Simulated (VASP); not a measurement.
# Cd49S47 (a cell with a defect): single point with PBEsol

System: Cd49S47 (a cell with a defect).

```
Cd S
1.0
    12.37050    0.00000    0.00000
     0.00000   14.28423    0.00000
     0.00000    0.00000   13.42126
Cd S
49 47
Cartesian
  2.0468 1.1098 3.3374
  2.0639 1.2323 10.0628
  12.3697 4.7384 3.3247
  0.0011 4.7732 10.0518
  6.1870 1.1491 3.3304
  6.1887 1.2100 10.0348
  4.0452 4.6125 3.2688
  4.2130 4.8526 9.8722
  2.1136 8.3117 3.3695
  2.0133 8.3245 10.1560
  0.0018 11.8486 3.4081
  0.0073 11.9232 10.1012
  10.3259 1.1104 3.3379
  10.3158 1.2379 10.0623
  8.3175 4.6149 3.2729
  8.1616 4.8534 9.8728
  6.1520 7.7648 3.5027
  6.2036 8.2891 9.9833
  4.1394 11.7778 3.3343
  4.1333 11.9843 10.2014
  10.2389 8.3097 3.3776
  10.3727 8.3219 10.1651
  8.2377 11.7728 3.3410
  8.2555 11.9934 10.2153
  6.2000 8.7689 6.0798
  0.0060 2.5193 6.6812
  0.0021 2.3715 13.4133
  4.1196 2.3638 6.6979
  4.1254 2.3894 13.3368
  2.0841 6.0329 6.6970
  2.0816 5.9201 13.3846
  12.3601 9.4994 6.7241
  0.0003 9.5078 0.0933
  8.2508 2.3744 6.6965
  8.2473 2.3890 13.3383
  6.1648 6.0056 5.9636
  6.1845 5.8684 13.2465
  3.8823 9.9204 7.0163
  4.1738 9.4555 0.0742
  1.9950 13.2036 6.7487
  2.0510 13.0795 0.0298
  10.2796 6.0308 6.6945
  10.2874 5.9174 13.3908
  8.4607 9.9301 7.0280
  8.1969 9.4549 0.0877
  6.2029 13.1373 6.7356
  6.1861 13.1095 0.0617
  10.3985 13.2237 6.7546
  10.3264 13.0831 0.0326
  0.0020 2.3440 2.5187
  0.0065 2.4066 9.2071
  4.1008 2.2487 2.4418
  4.1311 2.4058 9.2131
  2.0576 5.9346 2.4923
  2.0520 5.9907 9.2170
  12.3621 9.4565 2.6163
  0.0060 9.5439 9.2567
  8.2725 2.2511 2.4436
  8.2463 2.4075 9.2125
  6.1822 5.5760 2.3065
  6.1867 6.0512 8.8311
  4.2666 9.3639 2.6152
  4.0804 9.5747 9.4470
  2.0678 12.9990 2.5534
  2.0737 13.1163 9.2729
  10.3088 5.9326 2.4982
  10.3229 5.9912 9.2168
  8.0798 9.3561 2.6304
  8.3172 9.5881 9.4695
  6.1894 13.0285 2.5766
  6.1945 13.0926 9.2638
  10.3079 13.0002 2.5551
  10.3139 13.1218 9.2775
  2.0197 1.2533 5.8594
  2.0519 1.1620 12.5838
  12.3681 4.8894 5.8510
  12.3693 4.7473 12.5763
  6.1866 1.2207 5.8546
  6.1860 1.1671 12.5600
  4.0258 4.7038 5.7922
  4.0959 4.7390 12.4203
  2.1432 8.4359 5.9212
  2.0622 8.3327 12.6708
  0.0048 11.9037 5.9334
  0.0019 11.8703 12.6242
  10.3533 1.2710 5.8581
  10.3209 1.1644 12.5834
  8.3187 4.7193 5.7958
  8.2727 4.7384 12.4220
  6.1870 8.2793 12.5327
  4.0800 12.0959 5.8613
  4.1329 11.8693 12.7080
  10.2127 8.4335 5.9266
  10.3068 8.3300 12.6810
  8.3244 12.1142 5.8603
  8.2417 11.8700 12.7213
```

| Property | Result |
| --- | --- |
| Program | VASP 6.6.1 |
| Task | single point |
| Functional | PBEsol |
| Potentials or basis | VASP PAW PBE potentials, release 64 (Cd, S) |
| Cutoff | 400 eV |
| k mesh | 1 × 1 × 1, shifted |
| Occupations | fermi-dirac, width 0.05 eV |
| Spin | no spin polarisation |
| Dipole correction | no |
| Further INCAR settings | LREAL = Auto; ALGO = Normal; EDIFF = 1e-06; NBANDS = 489; ISYM = -1 |

The pressure is 0.1 GPa, the largest force is 0.031 eV/Å and the band gap on the k mesh is 0.76 eV.

Forces on the atoms (eV/Å):
```
Cd   0.000 -0.001  0.004
Cd   0.000  0.005  0.000
Cd   0.000 -0.002  0.004
Cd   0.000  0.002  0.004
Cd  -0.001  0.000  0.003
Cd  -0.001  0.001 -0.002
Cd   0.000  0.006  0.010
Cd   0.012  0.008  0.001
Cd   0.003  0.000  0.000
Cd   0.002 -0.003  0.000
Cd   0.000  0.001  0.002
Cd   0.000  0.001 -0.001
Cd   0.000  0.001  0.003
Cd   0.001  0.006  0.000
Cd   0.002  0.005  0.010
Cd  -0.013  0.007  0.001
Cd  -0.002  0.001  0.013
Cd   0.000 -0.012 -0.010
Cd  -0.002 -0.004  0.001
Cd  -0.002  0.001  0.000
Cd  -0.003  0.002 -0.004
Cd   0.001 -0.005  0.001
Cd   0.003 -0.007  0.000
Cd   0.002  0.004 -0.002
Cd  -0.002  0.004  0.015
Cd   0.001  0.003  0.002
Cd   0.000  0.003  0.003
Cd  -0.001 -0.007  0.002
Cd  -0.001  0.002  0.000
Cd   0.002  0.004 -0.002
Cd   0.002 -0.003 -0.002
Cd  -0.001 -0.007 -0.002
Cd   0.000  0.005  0.003
Cd   0.000 -0.003  0.002
Cd   0.001  0.001  0.001
Cd  -0.004  0.023  0.001
Cd   0.000  0.005 -0.012
Cd  -0.009 -0.001 -0.002
Cd   0.005 -0.003  0.003
Cd   0.000 -0.004  0.007
Cd   0.001  0.003  0.001
Cd  -0.002  0.002 -0.001
Cd  -0.001 -0.003 -0.002
Cd   0.008  0.000 -0.003
Cd  -0.002  0.001  0.003
Cd  -0.001 -0.006  0.003
Cd  -0.001  0.002  0.003
Cd   0.003 -0.002  0.007
Cd  -0.001  0.004  0.002
S    0.001  0.004 -0.004
S   -0.001  0.001 -0.002
S    0.001  0.000  0.000
S   -0.003  0.002  0.005
S    0.000  0.000  0.002
S    0.001 -0.002  0.006
S   -0.001 -0.005  0.005
S   -0.001 -0.002 -0.001
S    0.000 -0.001  0.000
S    0.004  0.001  0.003
S    0.000 -0.010 -0.009
S    0.000 -0.001 -0.031
S    0.011 -0.004 -0.003
S    0.009 -0.009  0.016
S    0.000  0.000 -0.001
S    0.001  0.000 -0.005
S   -0.002  0.001  0.004
S   -0.001  0.000  0.004
S   -0.014 -0.003 -0.002
S   -0.004 -0.008  0.014
S    0.000  0.004  0.003
S    0.000  0.004 -0.002
S   -0.002  0.001  0.000
S    0.000  0.000 -0.005
S    0.001  0.004 -0.006
S    0.001 -0.003 -0.001
S    0.000  0.004 -0.009
S    0.001  0.000 -0.004
S    0.000 -0.010 -0.002
S    0.000 -0.006 -0.002
S   -0.010 -0.008  0.002
S   -0.008 -0.004 -0.008
S    0.002 -0.005 -0.012
S    0.001  0.003  0.004
S   -0.001 -0.002  0.008
S    0.000 -0.001  0.000
S    0.000  0.005 -0.004
S   -0.001 -0.003  0.002
S    0.008 -0.005  0.003
S    0.008 -0.004 -0.009
S   -0.001 -0.001 -0.008
S    0.004  0.009 -0.012
S    0.000  0.001  0.002
S   -0.002 -0.002 -0.009
S   -0.001  0.003  0.005
S    0.000  0.009 -0.012
S    0.001  0.001  0.002
```

Stress tensor (GPa, compression positive):
```
0.09 0.01 0.02
0.01 0.23 0.28
0.02 0.28 0.06
```

Levels at points of the mesh, in eV from the valence-band top:
```
           k point  band 433  band 434  band 435  band 436  band 437  band 438
(0.25, 0.25, 0.25)     -1.30     -1.22      0.00      0.76      0.99      1.14
```

It took 9.9 min on 4 MPI ranks on Intel(R) Xeon(R) Platinum 8259CL CPU @ 2.50GHz (Skylake/Cascade Lake), with other jobs on the host, peak memory 0.62 GiB a rank.

Caveat: the PAW data sets were made with another functional, which shifts forces and pressure a little.
